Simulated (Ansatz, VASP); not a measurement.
**Two plane-wave programs on Al**

```xyz
4
Lattice="2.8667 0.0000 0.0000 -1.4334 2.4826 0.0000 0.0000 0.0000 9.4946" Properties=species:S:1:pos:R:3 pbc="T T T"
Al    2.8667    0.0000    9.4946
Al    2.8667    0.0000    4.7473
Al    0.0000    1.6551    2.3737
Al    1.4334    0.8275    7.1210
```

Alike in both runs: task single point; functional PBEsol; k mesh 14 × 14 × 4; occupations fermi-dirac, width 0.1 eV; no spin polarisation.

|  | VASP | Ansatz |
| --- | --- | --- |
| version | VASP 6.6.1 | Ansatz 0.2.0 |
| potentials or method | VASP PAW PBE potentials, release 64 (Al), cutoff 520 eV | plane waves (420 eV) with PAW, scalar-relativistic |
| valence electrons in the cell | 12 | 12 |

|  | VASP | Ansatz | Ansatz less VASP |
| --- | --- | --- | --- |
| pressure (GPa) | -2.9 | -2.9 | -0.05 |
| traceless stress, the component that is largest in VASP (GPa) | 0.35 | 0.36 | +0.005 |

VASP's potentials were made for PBE, not for PBEsol, and Ansatz warns of the same on its side.
